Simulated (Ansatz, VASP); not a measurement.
Two plane-wave programs on WS2

```
W S
1.0
     1.68790    0.97451    6.03372
    -1.68790    0.97451    6.03372
     0.00000   -1.94902    6.03372
W S
1 2
Direct
  0.00075 0.00075 0.00075
  0.74805 0.74805 0.74805
  0.58250 0.58250 0.58250
```

Alike in both runs: task single point; functional PBEsol; k mesh 12 × 12 × 12; occupations gaussian, width 0.02 eV; no spin polarisation.

|  | VASP | Ansatz |
| --- | --- | --- |
| version | VASP 6.6.1 | Ansatz 0.2.0 |
| potentials or method | VASP PAW PBE potentials, release 64 (W_sv, S), cutoff 520 eV | scalar-relativistic, plane waves, PAW |
| valence electrons in the cell | 26 | 26 |

Ansatz gave:

- pressure (GPa): -11.6
- traceless stress, the component that is largest in VASP (GPa): 10.66
- rms of the force components (eV/Å): 0.423

Problem. Estimate VASP's values.

Solution. Pressure (GPa): -11.6; traceless stress, the component that is largest in VASP (GPa): 10.71; rms of the force components (eV/Å): 0.424.

VASP's potentials were made for PBE, not for PBEsol. Atom by atom the forces differ by 0.009 eV/Å (rms over components).

Spin-orbit coupling is off throughout.
